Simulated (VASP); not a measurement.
# HfN (Fm-3m) in VASP: single point with PBE

Aim: the single point of HfN with PBE.

All numbers are computed with VASP 6.6.1; they aren't measurements. Logs are shortened: lines on timing, memory, paths and dates and some standing lists are left out, and cuts for length are marked.

## Step 1: The cell of the first run

Symmetry: Fm-3m, No. 225, cubic system. Conventional cell: a = 4.512 Å, b = 4.512 Å, c = 4.512 Å, α = 90.00°, β = 90.00°, γ = 90.00°. Within 3.0 Å of Hf (site symmetry m-3m) lie 6 N at 2.26 Å. N (site symmetry m-3m) has 6 Hf at 2.26 Å within 3.0 Å.

## Step 2: Single point, PBE

The input, INCAR:

```
PREC     = Accurate       # precision mode
ENCUT    = 600            # plane-wave cutoff, eV
EDIFF    = 1E-6           # SCF threshold, eV
ISMEAR   = 1              # smearing method
SIGMA    = 0.1            # smearing width, eV
LREAL    = False          # projectors in reciprocal space
LASPH    = True           # aspherical terms in the spheres
NELM     = 120            # most SCF steps
ALGO     = Normal         # electronic algorithm
ISIF     = 2              # what is computed and relaxed
LWAVE    = False          # write WAVECAR
LCHARG   = False          # write CHGCAR
GGA      = PE             # functional
NBANDS   = 14             # bands
GGA_COMPAT= False
```

The input, KPOINTS:

```
regular mesh
0
Gamma
  10 10 10
```

The input, POSCAR:

```
HfN
1.0
    0.0000000000      2.2560000000      2.2560000000
    2.2560000000      0.0000000000      2.2560000000
    2.2560000000      2.2560000000      0.0000000000
Hf N
1 1
Direct
    0.0000000000      0.0000000000      0.0000000000
    0.5000000000      0.5000000000      0.5000000000
```

Potentials or basis: VASP PAW PBE potentials, release 64 (Hf_pv, N).

Started as:

```console
cat potpaw_PBE.64/Hf_pv/POTCAR potpaw_PBE.64/N/POTCAR > POTCAR
mpirun -np 1 vasp_std > vasp.out
```

OUTCAR:

```text
PREC = Accurate
   ENCUT = 600
   EDIFF = 1E-6
   ISMEAR = 1
   LREAL = False
   LASPH = True
   NELM = 120
   ISIF = 2
   GGA = PE

 ion  position               nearest neighbor table
   1  0.000  0.000  0.000-   2 2.26   2 2.26   2 2.26   2 2.26   2 2.26   2 2.26
   2  0.500  0.500  0.500-   1 2.26   1 2.26   1 2.26   1 2.26   1 2.26   1 2.26

  LATTYP: Found a face centered cubic cell.
 ALAT       =     4.5120000000

  Lattice vectors:

 A1 = (   0.0000000000,   2.2560000000,   2.2560000000)
 A2 = (   2.2560000000,   0.0000000000,   2.2560000000)
 A3 = (   2.2560000000,   2.2560000000,   0.0000000000)

Analysis of symmetry for initial positions (statically):
=====================================================================
 Subroutine PRICEL returns:
 Original cell was already a primitive cell.

 Routine SETGRP: Setting up the symmetry group for a
 face centered cubic supercell.

 Subroutine GETGRP returns: Found 48 space group operations
 (whereof 48 operations were pure point group operations)
 out of a pool of 48 trial point group operations.

The static configuration has the point symmetry O_h .

Analysis of symmetry for dynamics (positions and initial velocities):
=====================================================================
 Subroutine PRICEL returns:
 Original cell was already a primitive cell.

 Routine SETGRP: Setting up the symmetry group for a
 face centered cubic supercell.

 Subroutine GETGRP returns: Found 48 space group operations
 (whereof 48 operations were pure point group operations)
 out of a pool of 48 trial point group operations.

The dynamic configuration has the point symmetry O_h .

 Subroutine INISYM returns: Found 48 space group operations
 (whereof 48 operations are pure point group operations),
 and found     1 'primitive' translations

----------------------------------------------------------------------------------------

                                     Primitive cell

  volume of cell :      22.9640

  direct lattice vectors                    reciprocal lattice vectors
     0.000000000  2.256000000  2.256000000    -0.221631206  0.221631206  0.221631206
     2.256000000  0.000000000  2.256000000     0.221631206 -0.221631206  0.221631206
     2.256000000  2.256000000  0.000000000     0.221631206  0.221631206 -0.221631206

  length of vectors
     3.190465797  3.190465797  3.190465797     0.383876509  0.383876509  0.383876509

  position of ions in fractional coordinates (direct lattice)
     0.000000000  0.000000000  0.000000000
     0.500000000  0.500000000  0.500000000

  ion indices of the primitive-cell ions
   primitive index   ion index
                 1           1
                 2           2

----------------------------------------------------------------------------------------

 KPOINTS: regular mesh

Automatic generation of k-mesh.
 Grid dimensions read from file:
 generate k-points for:   10   10   10

 Generating k-lattice:

  Cartesian coordinates                     Fractional coordinates (reciprocal lattice)
    -0.022163121  0.022163121  0.022163121     0.100000000  0.000000000  0.000000000
     0.022163121 -0.022163121  0.022163121     0.000000000  0.100000000  0.000000000
     0.022163121  0.022163121 -0.022163121     0.000000000  0.000000000  0.100000000

  Length of vectors
     0.038387651  0.038387651  0.038387651

  Shift w.r.t. Gamma in fractional coordinates (k-lattice)
     0.000000000  0.000000000  0.000000000

 Subroutine IBZKPT returns following result:
 ===========================================

 Found     47 irreducible k-points:

 Following reciprocal coordinates:
            Coordinates               Weight
  0.000000  0.000000  0.000000      1.000000
  0.100000  0.000000  0.000000      8.000000
  0.200000  0.000000  0.000000      8.000000
  0.300000  0.000000  0.000000      8.000000
  0.400000  0.000000  0.000000      8.000000
  0.500000  0.000000  0.000000      4.000000
[... 16 lines left out ...]
  0.300000  0.300000  0.000000      6.000000
  0.400000  0.300000  0.000000     24.000000
 [... further k-points ...]
   k-points           NKPTS =     47   k-points in BZ     NKDIM =     47   number of bands    NBANDS=     14
   number of dos      NEDOS =    301   number of ions     NIONS =      2
   total plane-waves  NPLWV =  21952
   dimension x,y,z NGX =    28 NGY =   28 NGZ =   28
   dimension x,y,z NGXF=    56 NGYF=   56 NGZF=   56
   ions per type =               1   1
   NGX,Y,Z   is equivalent  to a cutoff of  14.59, 14.59, 14.59 a.u.
   NGXF,Y,Z  is equivalent  to a cutoff of  29.18, 29.18, 29.18 a.u.
 SYSTEM =  unknown system
   PREC   = accura    normal or accurate (medium, high low for compatibility)
   ISTART =      0    job   : 0-new  1-cont  2-samecut
   ICHARG =      2    charge: 1-file 2-atom 10-const
   ISPIN  =      1    spin polarized calculation?
   LNONCOLLINEAR =      F non collinear calculations
   LSORBIT =      F    spin-orbit coupling
   LASPH  =      T    aspherical Exc in radial PAW
   ENCUT  =  600.0 eV  44.10 Ry    6.64 a.u.   6.37  6.37  6.37*2*pi/ulx,y,z
   NELM   =    120;   NELMIN=  2; NELMDL= -5     # of ELM steps
   EDIFF  = 0.1E-05   stopping-criterion for ELM
   LREAL  =      F    real-space projection
   EDIFFG = 0.1E-04   stopping-criterion for IOM
   NSW    =      0    number of steps for IOM
   IBRION =     -1    ionic relax: 0-MD 1-quasi-New 2-CG
   NFREE  =      0    steps in history (QN), initial steepest desc. (CG)
   ISIF   =      2    stress and relaxation
   ISYM   =      2    0-nonsym 1-usesym 2-fastsym
   POTIM  = 0.5000    time-step for ionic-motion
   TEBEG  =    0.0;   TEEND  =   0.0 temperature during run
   PSTRESS=    0.0 pullay stress
   NELECT =      15.0000    total number of electrons
   NUPDOWN=      -1.0000    fix difference up-down
   EMIN   =  10.00;   EMAX   =-10.00  energy-range for DOS
   EFERMI =   0.00;   METHOD = LEGACY
   ISMEAR =     1;   SIGMA  =   0.10  broadening in eV -4-tet -1-fermi 0-gaus
   EFERMI_NEDOS =   21; number of points for ismear=-14 and -15
   IALGO  =     38    algorithm
   IMIX   =      4    mixing-type and parameters
     AMIX     =   0.40;   BMIX     =  1.00
     AMIX_MAG =   1.60;   BMIX_MAG =  1.00
  volume/ion in A,a.u.               =      11.48        77.48
  Fermi-wavevector in a.u.,A,eV,Ry     =   1.420440  2.684242 27.451783  2.017649
  Thomas-Fermi vector in A             =   2.541355
   LORBIT       =      0    0 simple, 1 ext, 2 COOP (PROOUT), +10 PAW based schemes
   GGA     = PE    functional components
   LHFCALC =     F    Hartree Fock is set to
   AEXX    =    0.0000 exact exchange contribution
   IVDW    =     0    specifies the selected vdW correction
   LEPSILON=     F    determine dielectric tensor
   LRPA    =     F    only Hartree local field effects (RPA)
 non-spin polarized calculation
 Methfessel and Paxton  Order N= 1 SIGMA  =   0.10
  energy-cutoff  :      600.00
  volume of cell :       22.96
 maximum number of plane-waves:       785
 NGX is ok and might be reduce to    28
   NGX = 13   NGY = 13   NGZ = 13

 number of electron      15.0000002 magnetization

 Free energy of the ion-electron system (eV)
  ---------------------------------------------------
  ext. energy  EPLUGINS =         0.00000000
  ---------------------------------------------------
  free energy    TOTEN  =       -21.74716019 eV

  energy without entropy =      -21.74633157  energy(sigma->0) =      -21.74688398

 E-fermi :   8.4567     XC(G=0): -12.7532

 val. band max:        8.4154212104   @ k =  -0.4000   0.3000   0.0000
 cond. band min:       8.4708129521   @ k =  -0.1000   0.1000   0.0000
 fundamental gap:      0.0553917417
 Fermi energy:         8.4567431342

 k-point     1 :       0.0000    0.0000    0.0000
  band No.  band energies     occupation
      1     -22.7101      2.00000
      2     -22.7101      2.00000
      3     -22.7101      2.00000
      4      -9.1183      2.00000
      5       5.3821      2.00000
      6       5.3821      2.00000
      7       5.3821      2.00000
      8       8.0743      2.00000
      9       8.0743      2.00000
     10       8.0743      2.00000
     11      10.2537     -0.00000
     12      10.4021     -0.00000
     13      10.4021     -0.00000
     14      17.9966      0.00000

 k-point     2 :       0.1000    0.0000    0.0000
  band No.  band energies     occupation
      1     -22.8121      2.00000
      2     -22.7186      2.00000
      3     -22.7186      2.00000
      4      -8.8887      2.00000
      5       4.4614      2.00000
      6       4.8387      2.00000
      7       4.8387      2.00000
      8       8.2999      2.04902
      9       8.4013      1.79744
     10       8.4013      1.79744
     11      10.9548      0.00000
     12      11.1413      0.00000
     13      11.1413      0.00000
     14      18.7659      0.00000

 k-point     3 :       0.2000    0.0000    0.0000
  band No.  band energies     occupation
      1     -23.0687      2.00000
      2     -22.7407      2.00000
      3     -22.7407      2.00000
      4      -8.2717      2.00000
      5       2.7882      2.00000
      6       3.8438      2.00000
      7       3.8438      2.00000
      8       8.6843     -0.00594
      9       9.2189     -0.00000
     10       9.2189     -0.00000
     11      12.4054      0.00000
     12      12.8126      0.00000
     13      12.8126      0.00000
     14      20.5943      0.00000
[... 324 lines left out ...]
 k-point    23 :       0.3000    0.3000    0.0000
  band No.  band energies     occupation
      1     -23.2828      2.00000
      2     -22.9155      2.00000
      3     -22.9155      2.00000
      4      -7.8277      2.00000
      5       1.5867      2.00000
      6       4.5394      2.00000
      7       4.5394      2.00000
      8       5.4984      2.00000
      9      11.6912      0.00000
     10      12.2032      0.00000
     11      12.5353      0.00000
     12      12.5353      0.00000
     13      17.4486      0.00000
     14      20.6478      0.00000

 k-point    24 :       0.4000    0.3000    0.0000
  band No.  band energies     occupation
      1     -23.3927      2.00000
      2     -22.9772      2.00000
      3     -22.9479      2.00000
      4      -7.7180      2.00000
      5       1.8034      2.00000
      6       3.7950      2.00000
      7       4.2792      2.00000
      8       5.9385      2.00000
      9      12.5284      0.00000
     10      13.0214      0.00000
     11      13.1933      0.00000
     12      13.2679      0.00000
     13      17.6134      0.00000
     14      19.8103      0.00000

 [... further k-points ...]

------------------------ aborting loop because EDIFF is reached ----------------------------------------

  FORCE on cell =-STRESS in cart. coord.  units (eV):
  Direction    XX          YY          ZZ          XY          YZ          ZX
  --------------------------------------------------------------------------------------
  -------------------------------------------------------------------------------------
  Total        0.5862504      0.5862504      0.5862504     -0.0000000      0.0000000      0.0000000
  in kB       40.9021811     40.9021811     40.9021811     -0.0000000      0.0000000      0.0000000
  external PRESSURE =      40.9021811 kB  Pullay stress =       0.0000000 kB

 VOLUME and BASIS-vectors are now :
 -----------------------------------------------------------------------------
  energy-cutoff  :      600.00
  volume of cell :       22.96
      direct lattice vectors                 reciprocal lattice vectors
     0.000000000  2.256000000  2.256000000    -0.221631206  0.221631206  0.221631206
     2.256000000  0.000000000  2.256000000     0.221631206 -0.221631206  0.221631206
     2.256000000  2.256000000  0.000000000     0.221631206  0.221631206 -0.221631206

 POSITION                                       TOTAL-FORCE (eV/Angst)
 -----------------------------------------------------------------------------------
      0.00000      0.00000      0.00000         0.000000     -0.000000      0.000000
      2.25600      2.25600      2.25600        -0.000000      0.000000     -0.000000
 -----------------------------------------------------------------------------------
    total drift:                                0.000000      0.000000      0.000000

  FREE ENERGIE OF THE ION-ELECTRON SYSTEM (eV)
  ---------------------------------------------------
  free  energy   TOTEN  =       -21.7471601929 eV

  energy  without entropy=      -21.7463315689  energy(sigma->0) =      -21.74688398
```

It took 42 s on 1 thread of Intel Xeon 8259CL, shared host; peak memory 0.14 GiB.

Results:

- Free energy: -21.7472 eV
- Pressure: 4.1 GPa
- Band gap on the k mesh: zero (an odd number of electrons rules out a gap without spin polarisation)

Caveat: the cell stands under pressure; spin-orbit coupling is left out, which moves the levels of the heavy elements.

The gap in the log of VASP goes by the Fermi energy; the results here count the filled bands.